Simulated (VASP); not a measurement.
# Al3GaAs4 (P-4m2) in VASP: a series of runs, part 2 of 2

VASP 6.6.1.

## Step 3: Single point, PBE

This run uses another cell than the first one, of 23.53 Å³/atom.

Contents of INCAR:

```
ALGO = Normal
EDIFF = 1E-6
ENCUT = 520
GGA = PE
ISIF = 2
ISMEAR = 0
LASPH = T
LCHARG = F
LREAL = F
LWAVE = F
NBANDS = 31
NELM = 100
PREC = Accurate
SIGMA = 0.1
```

Contents of KPOINTS:

```
k-points
0
Gamma
  4 4 2
```

Contents of POSCAR:

```
Al3GaAs4
1.0
    4.0744171456      0.0000000000      0.0000000000
    0.0000000000      4.0744171456      0.0000000000
    0.0000000000      0.0000000000     11.3413281349
Al Ga As
3 1 4
Direct
    0.0000000000      0.0000000000      0.7502746759
    0.5000000000      0.5000000000      0.0000000000
    0.0000000000      0.0000000000      0.2497253241
    0.5000000000      0.5000000000      0.5000000000
    0.5000000000      0.0000000000      0.8750977076
    0.0000000000      0.5000000000      0.1249022924
    0.5000000000      0.0000000000      0.3739418398
    0.0000000000      0.5000000000      0.6260581602
```

Potentials or basis: VASP PAW PBE potentials, release 64 (Al, Ga_d, As).

Launch:

```bash
$ cat potpaw_PBE.64/Al/POTCAR potpaw_PBE.64/Ga_d/POTCAR potpaw_PBE.64/As/POTCAR > POTCAR
$ mpirun -np 1 vasp_std > vasp.out
```

OUTCAR:

```text
EDIFF = 1E-6
   ENCUT = 520
   GGA = PE
   ISIF = 2
   ISMEAR = 0
   LASPH = T
   LREAL = F
   NELM = 100
   PREC = Accurate

 ion  position               nearest neighbor table
   1  0.000  0.000  0.750-   8 2.48   8 2.48   5 2.48   5 2.48
   2  0.500  0.500  0.000-   5 2.48   6 2.48   5 2.48   6 2.48
   3  0.000  0.000  0.250-   7 2.48   7 2.48   6 2.48   6 2.48
   4  0.500  0.500  0.500-   7 2.49   8 2.49   7 2.49   8 2.49
   5  0.500  0.000  0.875-   1 2.48   1 2.48   2 2.48   2 2.48
   6  0.000  0.500  0.125-   3 2.48   3 2.48   2 2.48   2 2.48
   7  0.500  0.000  0.374-   3 2.48   3 2.48   4 2.49   4 2.49
   8  0.000  0.500  0.626-   1 2.48   1 2.48   4 2.49   4 2.49

  LATTYP: Found a simple tetragonal cell.
 ALAT       =     4.0744171456
 C/A-ratio  =     2.7835461441

  Lattice vectors:

 A1 = (   4.0744171456,   0.0000000000,   0.0000000000)
 A2 = (   0.0000000000,   4.0744171456,   0.0000000000)
 A3 = (   0.0000000000,   0.0000000000,  11.3413281349)

Analysis of symmetry for initial positions (statically):
=====================================================================
 Subroutine PRICEL returns:
 Original cell was already a primitive cell.

 Routine SETGRP: Setting up the symmetry group for a
 simple tetragonal supercell.

 Subroutine GETGRP returns: Found  8 space group operations
 (whereof  8 operations were pure point group operations)
 out of a pool of 16 trial point group operations.

The static configuration has the point symmetry D_2d.

Analysis of symmetry for dynamics (positions and initial velocities):
=====================================================================
 Subroutine PRICEL returns:
 Original cell was already a primitive cell.

 Routine SETGRP: Setting up the symmetry group for a
 simple tetragonal supercell.

 Subroutine GETGRP returns: Found  8 space group operations
 (whereof  8 operations were pure point group operations)
 out of a pool of 16 trial point group operations.
[... 123 lines left out ...]
  Thomas-Fermi vector in A             =   2.124713
   LORBIT       =      0    0 simple, 1 ext, 2 COOP (PROOUT), +10 PAW based schemes
   GGA     = PE    functional components
   LHFCALC =     F    Hartree Fock is set to
   AEXX    =    0.0000 exact exchange contribution
   IVDW    =     0    specifies the selected vdW correction
   LEPSILON=     F    determine dielectric tensor
   LRPA    =     F    only Hartree local field effects (RPA)
 non-spin polarized calculation
 Gauss-broadening in eV      SIGMA  =   0.10
  energy-cutoff  :      520.00
  volume of cell :      188.28
 maximum number of plane-waves:      5106
   NGX = 15   NGY = 15   NGZ = 43

 number of electron      42.0000028 magnetization

 Free energy of the ion-electron system (eV)
  ---------------------------------------------------
  ext. energy  EPLUGINS =         0.00000000
  ---------------------------------------------------
  free energy    TOTEN  =       -36.25698433 eV

  energy without entropy =      -36.25698433  energy(sigma->0) =      -36.25698433

 E-fermi :   4.1179     XC(G=0):  -9.0178

 val. band max:        3.6179520453   @ k =   0.0000   0.0000   0.0000
 cond. band min:       4.8481521660   @ k =   0.0000   0.0000   0.0000
 fundamental gap:      1.2302001207
 Fermi energy:         4.1179067099

 k-point     1 :       0.0000    0.0000    0.0000
  band No.  band energies     occupation
      1     -10.9120      2.00000
      2     -10.8512      2.00000
      3     -10.8512      2.00000
      4     -10.8167      2.00000
      5     -10.7912      2.00000
      6      -8.2805      2.00000
[... 397 lines left out ...]
     30      11.5612      0.00000
     31      11.5645      0.00000

------------------------ aborting loop because EDIFF is reached ----------------------------------------

  FORCE on cell =-STRESS in cart. coord.  units (eV):
  Direction    XX          YY          ZZ          XY          YZ          ZX
  --------------------------------------------------------------------------------------
  -------------------------------------------------------------------------------------
  Total        0.3039547      0.3039547      0.3063791      0.0000000      0.0000000      0.0000000
  in kB        2.5865718      2.5865718      2.6072028      0.0000000      0.0000000      0.0000000
  external PRESSURE =       2.5934488 kB  Pullay stress =       0.0000000 kB

 VOLUME and BASIS-vectors are now :
 -----------------------------------------------------------------------------
  energy-cutoff  :      520.00
  volume of cell :      188.28
      direct lattice vectors                 reciprocal lattice vectors
     4.074417146  0.000000000  0.000000000     0.245433878  0.000000000  0.000000000
     0.000000000  4.074417146  0.000000000     0.000000000  0.245433878  0.000000000
     0.000000000  0.000000000 11.341328135     0.000000000  0.000000000  0.088173095

 POSITION                                       TOTAL-FORCE (eV/Angst)
 -----------------------------------------------------------------------------------
      0.00000      0.00000      8.50911        -0.000000     -0.000000      0.000458
      2.03721      2.03721      0.00000        -0.000000     -0.000000      0.000000
      0.00000      0.00000      2.83222        -0.000000     -0.000000     -0.000458
      2.03721      2.03721      5.67066        -0.000000      0.000000      0.000000
      2.03721      0.00000      9.92477         0.000000     -0.000000     -0.000421
      0.00000      2.03721      1.41656        -0.000000     -0.000000      0.000421
      2.03721      0.00000      4.24100        -0.000000     -0.000000     -0.006042
      0.00000      2.03721      7.10033        -0.000000     -0.000000      0.006042
 -----------------------------------------------------------------------------------
    total drift:                                0.000000      0.000000      0.000000

  FREE ENERGIE OF THE ION-ELECTRON SYSTEM (eV)
  ---------------------------------------------------
  free  energy   TOTEN  =       -36.2569843285 eV

  energy  without entropy=      -36.2569843285  energy(sigma->0) =      -36.25698433
```

OSZICAR:

```text
N       E                     dE             d eps       ncg     rms          rms(c)
DAV:   1     0.231787628054E+03    0.23179E+03   -0.16980E+04   751   0.131E+03
DAV:   2    -0.557226963433E+01   -0.23736E+03   -0.22347E+03   816   0.294E+02
DAV:   3    -0.358103791810E+02   -0.30238E+02   -0.29551E+02   850   0.949E+01
DAV:   4    -0.370663067403E+02   -0.12559E+01   -0.12508E+01   972   0.202E+01
DAV:   5    -0.370898773694E+02   -0.23571E-01   -0.23558E-01   913   0.266E+00    0.614E+00
DAV:   6    -0.363595973539E+02    0.73028E+00   -0.11357E+00   995   0.794E+00    0.354E+00
DAV:   7    -0.362541626509E+02    0.10543E+00   -0.70145E-01   901   0.306E+00    0.117E+00
DAV:   8    -0.362553816162E+02   -0.12190E-02   -0.62140E-02   917   0.203E+00    0.225E-01
DAV:   9    -0.362564215510E+02   -0.10399E-02   -0.62293E-03  1028   0.897E-01    0.106E-01
DAV:  10    -0.362566976645E+02   -0.27611E-03   -0.51958E-04   900   0.132E-01    0.656E-02
DAV:  11    -0.362569787129E+02   -0.28105E-03   -0.46030E-04   892   0.137E-01    0.134E-02
DAV:  12    -0.362569809142E+02   -0.22013E-05   -0.26116E-05  1026   0.322E-02    0.842E-03
DAV:  13    -0.362569836800E+02   -0.27658E-05   -0.88111E-06   893   0.136E-02    0.441E-03
DAV:  14    -0.362569843285E+02   -0.64844E-06   -0.52863E-07   604   0.534E-03
   1 F= -.36256984E+02 E0= -.36256984E+02  d E =-.247893E-13
```

Run time: 61 s. Hardware: 1 thread of Intel Xeon Platinum 8488C (Sapphire Rapids), shared host; peak memory 0.29 GiB.

Results:

```
Free energy            : -36.2570 eV
Pressure               : 0.3 GPa
Largest force          : 0.006 eV/Å
Band gap on the k mesh : 1.23 eV
```

Forces on the atoms (eV/Å):
```
Al   0.000  0.000  0.000
Al   0.000  0.000  0.000
Al   0.000  0.000  0.000
Ga   0.000  0.000  0.000
As   0.000  0.000  0.000
As   0.000  0.000  0.000
As   0.000  0.000 -0.006
As   0.000  0.000  0.006
```

## Step 4: Relaxation of cell and atoms, PBE

Contents of INCAR:

```
PREC = Accurate
ENCUT = 600
EDIFF = 1E-6
ISMEAR = 0
SIGMA = 0.1
LREAL = False
LASPH = True
NELM = 60
ALGO = Normal
ISIF = 3
LWAVE = False
LCHARG = False
GGA = PE
IBRION = 2
NSW = 90
EDIFFG = -0.04
```

Contents of KPOINTS:

```
regular mesh
0
Gamma
  4 4 2
```

Contents of POSCAR:

```
Al3GaAs4
1.0
    3.8458615300      0.0000000000      0.0000000000
    0.0000000000      3.8458615300      0.0000000000
    0.0000000000      0.0000000000     10.8777390600
Al Ga As
3 1 4
Direct
    0.0000000000      0.0000000000      0.7500000000
    0.5000000000      0.5000000000      0.0000000000
    0.0000000000      0.0000000000      0.2500000000
    0.5000000000      0.5000000000      0.5000000000
    0.5000000000      0.0000000000      0.8750000000
    0.0000000000      0.5000000000      0.1250000000
    0.5000000000      0.0000000000      0.3750000000
    0.0000000000      0.5000000000      0.6250000000
```

Launch:

```bash
$ cat potpaw_PBE.64/Al/POTCAR potpaw_PBE.64/Ga_d/POTCAR potpaw_PBE.64/As/POTCAR > POTCAR
$ mpirun -np 1 vasp_std > vasp.out
```

Wall time 3.4 min (1 thread of Intel Xeon Platinum 8488C (Sapphire Rapids), shared host); peak memory 0.33 GiB.

It converged, with:

```yaml
Free_energy: -36.2562 eV
Relaxed_volume: 23.63 Å³/atom
Relaxed_cell: a = 4.078 Å, b = 4.078 Å, c = 11.364 Å, α = 90.00°, β = 90.00°, γ = 90.00°
Space_group_after_relaxing_to_0.1_Å: P-4m2 (No. 115)
Energy_gained_by_relaxing: 144.4 meV/atom
Ionic_steps: 5
Pressure_after_relaxing: 0.0 GPa
Largest_force_after_relaxing: 0.040 eV/Å
Band_gap_on_the_k_mesh: 1.21 eV
```

Forces on the atoms (eV/Å):
```
Al   0.000  0.000  0.040
Al   0.000  0.000  0.000
Al   0.000  0.000 -0.040
Ga   0.000  0.000  0.000
As   0.000  0.000  0.002
As   0.000  0.000 -0.002
As   0.000  0.000  0.015
As   0.000  0.000 -0.015
```

Step by step:
| step | energy change (eV) | largest force (eV/Å) | pressure (GPa) | volume (Å³) |
| --- | --- | --- | --- | --- |
| 1 | 0.0000 | 0.1206 | 15.09 | 160.89 |
| 2 | -0.7872 | 0.0705 | -5.31 | 209.13 |
| 3 | -1.1517 | 0.0701 | -0.01 | 189.08 |
| 4 | -1.1537 | 0.0372 | -0.01 | 189.06 |
| 5 | -1.1550 | 0.0398 | 0.00 | 189.02 |

Final structure:
```
Al Ga As
1.0
     4.07843    0.00000    0.00000
     0.00000    4.07843    0.00000
     0.00000    0.00000   11.36402
Al Ga As
3 1 4
Cartesian
  0.0000 0.0000 8.5219
  2.0392 2.0392 11.3640
  0.0000 0.0000 2.8421
  2.0392 2.0392 5.6820
  2.0392 0.0000 9.9425
  0.0000 2.0392 1.4215
  2.0392 0.0000 4.2495
  0.0000 2.0392 7.1145
```

Levels at points of the mesh, in eV from the valence-band top:
| k point | band 18 | band 19 | band 20 | band 21 | band 22 | band 23 | band 24 | band 25 |
| --- | --- | --- | --- | --- | --- | --- | --- | --- |
| (0.00, 0.00, 0.00) | -1.40 | -0.05 | -0.05 | 0.00 | 1.21 | 1.44 | 2.04 | 2.30 |
| (0.50, 0.00, 0.00) | -0.99 | -0.88 | -0.86 | -0.82 | 1.39 | 1.91 | 3.03 | 3.10 |
| (0.50, 0.50, 0.00) | -2.20 | -2.19 | -2.19 | -2.18 | 1.49 | 1.49 | 1.87 | 2.38 |
| (0.00, 0.00, 0.50) | -0.65 | -0.65 | -0.49 | -0.49 | 1.50 | 1.77 | 2.30 | 2.50 |
| (0.50, 0.00, 0.50) | -1.03 | -1.03 | -1.01 | -0.89 | 2.15 | 2.69 | 2.71 | 2.77 |
| (0.50, 0.50, 0.50) | -2.56 | -2.56 | -2.55 | -2.55 | 2.43 | 2.43 | 2.68 | 2.68 |

Caveat: the volume moved by over 15 % at a fixed basis, so the end points are rough.

## Step 5: Single point, PBE

This run uses another cell than the first one, of 23.55 Å³/atom.

Contents of INCAR:

```
PREC = Accurate
ENCUT = 520
EDIFF = 1E-7
ISMEAR = 0
SIGMA = 0.02
LREAL = False
LASPH = True
NELM = 60
ALGO = Normal
ISIF = 2
LWAVE = False
LCHARG = True
GGA = PE
LELF = True
LVHAR = True
NBANDS = 31
```

Contents of KPOINTS:

```
regular mesh
0
Gamma
  8 8 4
```

Contents of POSCAR:

```
Al3GaAs4
1.0
    4.0554811294      0.0000000000      0.0000000000
    0.0000000000      4.0554811294      0.0000000000
    0.0000000000      0.0000000000     11.4558323003
Al Ga As
3 1 4
Direct
    0.0000000000      0.0000000000      0.7502373160
    0.5000000000      0.5000000000      0.0000000000
    0.0000000000      0.0000000000      0.2497626840
    0.5000000000      0.5000000000      0.5000000000
    0.5000000000      0.0000000000      0.8751053014
    0.0000000000      0.5000000000      0.1248946986
    0.5000000000      0.0000000000      0.3741314745
    0.0000000000      0.5000000000      0.6258685255
```

Launch:

```bash
$ cat potpaw_PBE.64/Al/POTCAR potpaw_PBE.64/Ga_d/POTCAR potpaw_PBE.64/As/POTCAR > POTCAR
$ mpirun -np 1 vasp_std > vasp.out
```

It took 4.5 min on 1 thread of Intel Xeon Platinum 8488C (Sapphire Rapids), shared host; peak memory 0.42 GiB.

Results (log left out):

* Free energy: -36.4259 eV
* Pressure: 0.2 GPa
* Largest force: 0.004 eV/Å
* Band gap on the k mesh: 1.27 eV

Forces on the atoms (eV/Å):
```
Al   0.000  0.000  0.000
Al   0.000  0.000  0.000
Al   0.000  0.000  0.000
Ga   0.000  0.000  0.000
As   0.000  0.000  0.000
As   0.000  0.000  0.000
As   0.000  0.000 -0.004
As   0.000  0.000  0.004
```

Levels at points of the mesh, in eV from the valence-band top:
```
           k point  band 17  band 18  band 19  band 20  band 21  band 22  band 23  band 24  band 25  band 26
(0.00, 0.00, 0.00)    -1.33    -1.33    -0.01     0.00     0.00     1.27     1.51     2.15     2.39     2.54
(0.50, 0.00, 0.00)    -0.97    -0.90    -0.89    -0.85    -0.80     1.44     1.96     3.13     3.21     4.56
(0.50, 0.50, 0.00)    -2.81    -2.20    -2.20    -2.20    -2.20     1.50     1.50     1.87     2.37     4.41
(0.00, 0.00, 0.50)    -1.37    -0.60    -0.60    -0.43    -0.43     1.59     1.86     2.36     2.58     2.90
(0.50, 0.00, 0.50)    -1.81    -0.96    -0.96    -0.92    -0.81     2.21     2.77     2.78     2.86     4.46
(0.50, 0.50, 0.50)    -2.62    -2.55    -2.55    -2.54    -2.54     2.41     2.41     2.67     2.67     2.76
```

A k mesh can miss the band edges.

## Step 6: Summary

| task | cell | k mesh | cutoff (eV) | smearing | gap on the mesh (eV) | pressure (GPa) | largest force (eV/Å) |
| --- | --- | --- | --- | --- | --- | --- | --- |
| single point | a = 3.846, b = 3.846, c = 10.878 Å, 8 atoms | 4 × 4 × 2 | 520 | gaussian 0.1 eV | 1.17 | 15.1 | 0.12 |
| single point | a = 4.074, b = 4.074, c = 11.341 Å, 8 atoms | 4 × 4 × 2 | 520 | gaussian 0.1 eV | 1.23 | 0.3 | 0.01 |
| relaxation of cell and atoms | relaxed from a = 3.846, b = 3.846, c = 10.878 Å, 8 atoms | 4 × 4 × 2 | 600 | gaussian 0.1 eV | 1.21 | 0.0 | 0.04 |
| single point | a = 4.055, b = 4.055, c = 11.456 Å, 8 atoms | 8 × 8 × 4 | 520 | gaussian 0.02 eV | 1.27 | 0.2 | - |

Alike in all rows: level PBE; potentials or basis VASP PAW PBE potentials, release 64 (Al, Ga_d, As); no spin polarisation.

Caveats: the cell stands under pressure (at least some runs); the volume moved by over 15 % at a fixed basis, so the end points are rough (at least some runs).

Total energies depend on the potentials used, so only differences within one code and one set of settings carry meaning.
